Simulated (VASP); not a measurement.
A run of VASP 6.6.1:

File INCAR:

```
SYSTEM = Hf2ZrC3
ALGO     = Normal         ! electronic algorithm
EDIFF    = 1E-7           ! SCF threshold, eV
ENCUT    = 520            ! plane-wave cutoff, eV
GGA      = PE             ! functional
ISIF     = 2              ! what is computed and relaxed
ISMEAR   = 0              ! smearing method
ISPIN    = 2              ! spin polarisation
LASPH    = .TRUE.         ! aspherical terms in the spheres
LCHARG   = .TRUE.         ! write CHGCAR
LELF     = .TRUE.         ! ELF
LMAXMIX  = 4              ! l up to which the mixer works
LORBIT   = 11             ! projections on sites
LREAL    = .FALSE.        ! projectors in reciprocal space
LVHAR    = .TRUE.       
LWAVE    = .FALSE.        ! write WAVECAR
MAGMOM   = 1 0 0 0 0 0    ! initial moments
NBANDS   = 35             ! bands
NELM     = 150            ! most SCF steps
PREC     = Accurate       ! precision mode
SIGMA    = 0.1            ! smearing width, eV
```

File KPOINTS:

```
k-points
0
G
  6 6 4
  0 0 0
```

The input POSCAR:

```
Hf2ZrC3
1.0
    4.2932559750      0.0000000000      0.0000000000
   -2.1466279875      3.7180687393      0.0000000000
    0.0000000000      0.0000000000      5.8903465351
Zr Hf C
1 2 3
Direct
    0.3333333333      0.6666666667      0.5000000000
    0.0000000000      0.0000000000      0.0000000000
    0.0000000000      0.0000000000      0.5000000000
    0.3333333333      0.6666666667      0.8866641155
    0.3333333333      0.6666666667      0.1133358845
    0.6666666667      0.3333333333      0.5000000000
```

Potentials or basis: VASP PAW PBE potentials, release 64 (Zr_sv, Hf_pv, C).

Command:

```console
$ cat potpaw_PBE.64/Zr_sv/POTCAR potpaw_PBE.64/Hf_pv/POTCAR potpaw_PBE.64/C/POTCAR > POTCAR
$ mpirun -np 1 vasp_std > vasp.out
```

Hardware: 1 thread of AMD EPYC 9R45 96-Core Processor (Zen 5) (shared host).

Q: How long does it take, and how much memory?

A: Wall time 120 s on 1 thread of AMD EPYC 9R45 96-Core Processor (Zen 5), on a shared host, peak memory 0.28 GiB. Counts: scf iterations 19, k points 21.
